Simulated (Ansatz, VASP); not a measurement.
# One calculation of Au, two programs

```xyz
1
Lattice="-2.0233 2.0233 1.8906 2.0233 -2.0233 1.8906 2.0233 2.0233 -1.8906" Properties=species:S:1:pos:R:3 pbc="T T T"
Au    0.0000    0.0000    0.0000
```

Alike in both runs: task relaxation of cell and atoms; functional PBE; k mesh 8 × 8 × 8; occupations gaussian, width 0.1 eV; no spin polarisation.

|  | VASP | Ansatz |
| --- | --- | --- |
| version | VASP 6.6.1 | Ansatz 0.2.0 |
| potentials or method | VASP PAW PBE potentials, release 64 (Au), cutoff 600 eV | scalar-relativistic, plane waves, PAW |
| valence electrons in the cell | 11 | 19 |

|  | VASP | Ansatz | Ansatz less VASP |
| --- | --- | --- | --- |
| gap on the k mesh at the Fermi level, each at its own relaxed structure (eV) | none | none | - |
| relaxed volume (Å³/atom) | 18.07 | 18.06 | -0.013 |
| relaxed cell length with the largest relative difference (Å) | 2.873 | 2.873 | -0.0003 |

A gap of «none» marks a metal or a gap that the smearing closes. VASP's potentials hold 11 valence electrons a cell and Ansatz's 19, so a difference there can come from the potentials and not from the codes.

Neither program's run includes spin-orbit coupling. Noted on VASP's run: the volume moved by over 15 % at a fixed basis, so the end points are rough.
